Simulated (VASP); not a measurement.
# SiC (P1) in VASP: a series of runs

The runs below take SiC through single point, with r2SCAN.

Everything below comes from runs of VASP 6.6.1. Logs are shortened: lines on timing, memory, paths and dates and some standing lists are left out, and cuts for length are marked.

### 1 The cell of the first run

The typed cell holds 4 atoms: a = 3.075 Å, b = 3.075 Å, c = 5.048 Å, α = 90.00°, β = 90.00°, γ = 120.00°.

### 2 Single point, r2SCAN (atom 3 (C) moved +0.600 Å along Cartesian [1 1 0])

The input, POSCAR:

```
SiC
1.0
    3.0751950059      0.0000000000      0.0000000000
   -1.5375975029      2.6631969967      0.0000000000
    0.0000000000      0.0000000000      5.0481668544
Si C
2 2
Direct
    0.3333333333      0.6666666667      0.0046028828
    0.6666666667      0.3333333333      0.5046028828
    0.5509497907      0.8259729700      0.3803971172
    0.6666666667      0.3333333333      0.8803971172
```

The input, INCAR.step1:

```
PREC = Accurate ; ENCUT = 520
ISMEAR = 0 ; SIGMA = 0.05
LREAL = F ; LASPH = T
NELM = 60 ; NBANDS = 16
GGA = PE ; ALGO = Normal
EDIFF = 1E-4 ; LWAVE = T
LCHARG = F
```

The input, INCAR.step2:

```
PREC = Accurate ; ENCUT = 520
EDIFF = 1E-6 ; ISMEAR = 0
SIGMA = 0.05 ; LREAL = F
LASPH = T ; NELM = 60
ALGO = Normal ; ISIF = 2
LWAVE = F ; LCHARG = T
METAGGA = R2SCAN ; LMIXTAU = T
LELF = T ; LVHAR = T
NBANDS = 16 ; ISTART = 1
```

The input, KPOINTS:

```
regular mesh
0
Gamma
  12 12 6
```

Potentials or basis: VASP PAW PBE potentials, release 64 (Si, C).

Run with:

```console
> cat potpaw_PBE.64/Si/POTCAR potpaw_PBE.64/C/POTCAR > POTCAR
> cp INCAR.step1 INCAR
> mpirun -np 1 vasp_std > vasp.out
> cp INCAR.step2 INCAR
> mpirun -np 1 vasp_std > vasp.out
```

OUTCAR:

```text
PREC = Accurate
   ENCUT = 520
   EDIFF = 1E-6
   ISMEAR = 0
   LREAL = F
   LASPH = T
   NELM = 60
   ISIF = 2
   METAGGA = R2SCAN
   ISTART = 1

 ion  position               nearest neighbor table
   1  0.333  0.667  0.005-   4 1.88   4 1.88   4 1.88   3 1.99   2 3.09   2 3.09   2 3.09   2 3.09
                             2 3.09   2 3.09
   2  0.667  0.333  0.505-   3 1.55   3 1.83   4 1.90   3 2.44   1 3.09   1 3.09   1 3.09   1 3.09
                             1 3.09   1 3.09
   3  0.551  0.826  0.380-   2 1.55   2 1.83   1 1.99   2 2.44
   4  0.667  0.333  0.880-   1 1.88   1 1.88   1 1.88   2 1.90

  LATTYP: Found a hexagonal cell.
 ALAT       =     3.0751950059
 C/A-ratio  =     1.6415761748

  Lattice vectors:

 A1 = (   3.0751950059,   0.0000000000,   0.0000000000)
 A2 = (  -1.5375975029,   2.6631969967,   0.0000000000)
 A3 = (   0.0000000000,   0.0000000000,   5.0481668544)

Analysis of symmetry for initial positions (statically):
=====================================================================
 Subroutine PRICEL returns:
 Original cell was already a primitive cell.

 Routine SETGRP: Setting up the symmetry group for a
 hexagonal supercell.

 Subroutine GETGRP returns: Found  1 space group operations
 (whereof  1 operations were pure point group operations)
 out of a pool of 24 trial point group operations.

The static configuration has the point symmetry C_1 .

Analysis of symmetry for dynamics (positions and initial velocities):
=====================================================================
 Subroutine PRICEL returns:
 Original cell was already a primitive cell.

 Routine SETGRP: Setting up the symmetry group for a
 hexagonal supercell.

 Subroutine GETGRP returns: Found  1 space group operations
 (whereof  1 operations were pure point group operations)
 out of a pool of 24 trial point group operations.

The dynamic configuration has the point symmetry C_1 .

 Subroutine INISYM returns: Found  1 space group operations
 (whereof  1 operations are pure point group operations),
 and found     1 'primitive' translations

----------------------------------------------------------------------------------------

                                     Primitive cell

  volume of cell :      41.3437

  direct lattice vectors                    reciprocal lattice vectors
     3.075195006  0.000000000  0.000000000     0.325182630  0.187744279  0.000000000
    -1.537597503  2.663196997  0.000000000     0.000000000  0.375488558  0.000000000
     0.000000000  0.000000000  5.048166854     0.000000000  0.000000000  0.198091709

  length of vectors
     3.075195006  3.075195006  5.048166854     0.375488558  0.375488558  0.198091709

  position of ions in fractional coordinates (direct lattice)
     0.333333333  0.666666667  0.004602883
     0.666666667  0.333333333  0.504602883
     0.550949791  0.825972970  0.380397117
     0.666666667  0.333333333  0.880397117

  ion indices of the primitive-cell ions
   primitive index   ion index
                 1           1
                 2           2
                 3           3
                 4           4

----------------------------------------------------------------------------------------

 KPOINTS: regular mesh

Automatic generation of k-mesh.
 Grid dimensions read from file:
 generate k-points for:   12   12    6

 Generating k-lattice:

  Cartesian coordinates                     Fractional coordinates (reciprocal lattice)
     0.027098553  0.015645357  0.000000000     0.083333333  0.000000000  0.000000000
     0.000000000  0.031290713  0.000000000     0.000000000  0.083333333  0.000000000
     0.000000000  0.000000000  0.033015285     0.000000000  0.000000000  0.166666667

  Length of vectors
     0.031290713  0.031290713  0.033015285

  Shift w.r.t. Gamma in fractional coordinates (k-lattice)
     0.000000000  0.000000000  0.000000000

 Subroutine IBZKPT returns following result:
 ===========================================

 Found    436 irreducible k-points:

 Following reciprocal coordinates:
            Coordinates               Weight
  0.000000  0.000000  0.000000      1.000000
  0.083333  0.000000  0.000000      2.000000
  0.000000  0.083333  0.000000      2.000000
 -0.083333  0.083333  0.000000      2.000000
  0.166667  0.000000  0.000000      2.000000
  0.000000  0.166667  0.000000      2.000000
[... 16 lines left out ...]
  0.166667  0.083333  0.000000      2.000000
 -0.083333  0.250000  0.000000      2.000000
 [... further k-points ...]
   k-points           NKPTS =    436   k-points in BZ     NKDIM =    436   number of bands    NBANDS=     16
   number of dos      NEDOS =    301   number of ions     NIONS =      4
   total plane-waves  NPLWV =  23040
   dimension x,y,z NGX =    24 NGY =   24 NGZ =   40
   dimension x,y,z NGXF=    48 NGYF=   48 NGZF=   80
   ions per type =               2   2
   NGX,Y,Z   is equivalent  to a cutoff of  12.97, 12.97, 13.17 a.u.
   NGXF,Y,Z  is equivalent  to a cutoff of  25.95, 25.95, 26.35 a.u.
 SYSTEM =  unknown system
   PREC   = accura    normal or accurate (medium, high low for compatibility)
   ISTART =      1    job   : 0-new  1-cont  2-samecut
   ICHARG =      0    charge: 1-file 2-atom 10-const
   ISPIN  =      1    spin polarized calculation?
   LNONCOLLINEAR =      F non collinear calculations
   LSORBIT =      F    spin-orbit coupling
   LASPH  =      T    aspherical Exc in radial PAW
   ENCUT  =  520.0 eV  38.22 Ry    6.18 a.u.   5.72  5.72  9.39*2*pi/ulx,y,z
   NELM   =     60;   NELMIN=  2; NELMDL=  0     # of ELM steps
   EDIFF  = 0.1E-05   stopping-criterion for ELM
   LREAL  =      F    real-space projection
   EDIFFG = 0.1E-04   stopping-criterion for IOM
   NSW    =      0    number of steps for IOM
   IBRION =     -1    ionic relax: 0-MD 1-quasi-New 2-CG
   NFREE  =      0    steps in history (QN), initial steepest desc. (CG)
   ISIF   =      2    stress and relaxation
   ISYM   =      2    0-nonsym 1-usesym 2-fastsym
   POTIM  = 0.5000    time-step for ionic-motion
   TEBEG  =    0.0;   TEEND  =   0.0 temperature during run
   PSTRESS=    0.0 pullay stress
   NELECT =      16.0000    total number of electrons
   NUPDOWN=      -1.0000    fix difference up-down
   EMIN   =  10.00;   EMAX   =-10.00  energy-range for DOS
   EFERMI =   0.00;   METHOD = LEGACY
   ISMEAR =     0;   SIGMA  =   0.05  broadening in eV -4-tet -1-fermi 0-gaus
   EFERMI_NEDOS =   21; number of points for ismear=-14 and -15
   IALGO  =     38    algorithm
   IMIX   =      4    mixing-type and parameters
     AMIX     =   0.40;   BMIX     =  1.00
     AMIX_MAG =   1.60;   BMIX_MAG =  1.00
  volume/ion in A,a.u.               =      10.34        69.75
  Fermi-wavevector in a.u.,A,eV,Ry     =   1.193012  2.254466 19.364879  1.423278
  Thomas-Fermi vector in A             =   2.329037
   LORBIT       =      0    0 simple, 1 ext, 2 COOP (PROOUT), +10 PAW based schemes
   METAGGA = R2SCAN    functional components
   LHFCALC =     F    Hartree Fock is set to
   AEXX    =    0.0000 exact exchange contribution
   IVDW    =     0    specifies the selected vdW correction
   LEPSILON=     F    determine dielectric tensor
   LRPA    =     F    only Hartree local field effects (RPA)
 non-spin polarized calculation
 Gauss-broadening in eV      SIGMA  =   0.05
  energy-cutoff  :      520.00
  volume of cell :       41.34
 maximum number of plane-waves:      1126
   NGX = 11   NGY = 11   NGZ = 19

 number of electron      16.0000000 magnetization

 Free energy of the ion-electron system (eV)
  ---------------------------------------------------
  ext. energy  EPLUGINS =         0.00000000
  ---------------------------------------------------
  free energy    TOTEN  =       -36.11485325 eV

  energy without entropy =      -36.11485325  energy(sigma->0) =      -36.11485325

 E-fermi :   9.5622     XC(G=0): -11.9397

 val. band max:        9.3221425659   @ k =   0.0000   0.0000   0.0000
 cond. band min:      10.0112828449   @ k =   0.4167   0.1667   0.0000
 fundamental gap:      0.6891402790
 Fermi energy:         9.5622447131

 k-point     1 :       0.0000    0.0000    0.0000
  band No.  band energies     occupation
      1      -8.2698      2.00000
      2      -4.7163      2.00000
      3      -0.8068      2.00000
      4       5.2528      2.00000
      5       7.2104      2.00000
      6       7.6629      2.00000
[... 8 lines left out ...]
     15      18.9675      0.00000
     16      19.5413      0.00000

 k-point     2 :       0.0833    0.0000    0.0000
  band No.  band energies     occupation
      1      -8.1492      2.00000
      2      -4.6117      2.00000
      3      -0.6950      2.00000
      4       5.1250      2.00000
      5       6.4729      2.00000
      6       7.5267      2.00000
[... 8 lines left out ...]
     15      18.6919      0.00000
     16      19.0792      0.00000

 k-point     3 :       0.0000    0.0833    0.0000
  band No.  band energies     occupation
      1      -8.1441      2.00000
      2      -4.6134      2.00000
      3      -0.6882      2.00000
      4       4.8129      2.00000
      5       6.8537      2.00000
      6       7.3220      2.00000
[... 8 lines left out ...]
     15      18.5858      0.00000
     16      19.1013      0.00000

 k-point     4 :      -0.0833    0.0833    0.0000
  band No.  band energies     occupation
      1      -8.1454      2.00000
      2      -4.6129      2.00000
      3      -0.6900      2.00000
      4       4.8518      2.00000
      5       6.8463      2.00000
      6       7.3374      2.00000
[... 8 lines left out ...]
     15      18.6328      0.00000
     16      19.5050      0.00000
[... 324 lines left out ...]
 k-point    22 :      -0.1667    0.0833    0.0000
  band No.  band energies     occupation
      1      -7.9077      2.00000
      2      -4.4076      2.00000
      3      -0.4725      2.00000
      4       4.5846      2.00000
      5       5.6534      2.00000
      6       7.0375      2.00000
[... 8 lines left out ...]
     15      18.2483      0.00000
     16      19.0568      0.00000

 k-point    23 :       0.1667    0.0833    0.0000
  band No.  band energies     occupation
      1      -7.4361      2.00000
      2      -4.0193      2.00000
      3      -0.0534      2.00000
      4       3.6372      2.00000
      5       4.3968      2.00000
      6       6.3759      2.00000
[... 8 lines left out ...]
     15      18.5983      0.00000
     16      19.4801      0.00000

 k-point    24 :      -0.0833    0.2500    0.0000
  band No.  band energies     occupation
      1      -7.3939      2.00000
      2      -4.0431      2.00000
      3      -0.0108      2.00000
      4       2.7636      2.00000
      5       5.1579      2.00000
      6       5.9296      2.00000
[... 8 lines left out ...]
     15      18.2382      0.00000
     16      18.9012      0.00000

 [... further k-points ...]

------------------------ aborting loop because EDIFF is reached ----------------------------------------

  FORCE on cell =-STRESS in cart. coord.  units (eV):
  Direction    XX          YY          ZZ          XY          YZ          ZX
  --------------------------------------------------------------------------------------
  -------------------------------------------------------------------------------------
  Total        0.9936444      9.5010751      1.5486745     -3.7451682      3.6133134     -2.4067015
  in kB       38.5063115    368.1914326     60.0151744   -145.1350323    140.0253146    -93.2659591
  external PRESSURE =     155.5709728 kB  Pullay stress =       0.0000000 kB

 VOLUME and BASIS-vectors are now :
 -----------------------------------------------------------------------------
  energy-cutoff  :      520.00
  volume of cell :       41.34
      direct lattice vectors                 reciprocal lattice vectors
     3.075195006  0.000000000  0.000000000     0.325182630  0.187744279  0.000000000
    -1.537597503  2.663196997  0.000000000     0.000000000  0.375488558  0.000000000
     0.000000000  0.000000000  5.048166854     0.000000000  0.000000000  0.198091709

 POSITION                                       TOTAL-FORCE (eV/Angst)
 -----------------------------------------------------------------------------------
     -0.00000      1.77546      0.02324         1.014927      1.047031      0.543494
      1.53760      0.88773      2.54732        -1.419445      8.990484      4.414733
      0.42426      2.19973      1.92031         0.410462    -10.240488     -4.876734
      1.53760      0.88773      4.44439        -0.005944      0.202973     -0.081493
 -----------------------------------------------------------------------------------
    total drift:                                0.000020     -0.000020     -0.000293

  FREE ENERGIE OF THE ION-ELECTRON SYSTEM (eV)
  ---------------------------------------------------
  free  energy   TOTEN  =       -36.1148532486 eV

  energy  without entropy=      -36.1148532486  energy(sigma->0) =      -36.11485325
```

Run time: 6.7 min. Hardware: 1 thread of Intel Xeon Platinum 8488C (Sapphire Rapids), shared host; peak memory 0.34 GiB.

Results:

```
Free energy            : -36.1149 eV
Pressure               : 15.6 GPa
Largest force          : 11.350 eV/Å
Band gap on the k mesh : 0.69 eV (least direct gap 2.99 eV)
```

Forces on the atoms (eV/Å):
```
Si    1.015   1.047   0.543
Si   -1.419   8.990   4.415
C     0.410 -10.240  -4.877
C    -0.006   0.203  -0.081
```

Caveat: the cell differs from its parent crystal (atom 3 (C) moved +0.600 Å along Cartesian [1 1 0]); the cell stands under pressure; the PAW data sets were made with another functional, which shifts forces and pressure a little. A k mesh can miss the band edges.

(Continued in part 2 of 2.)
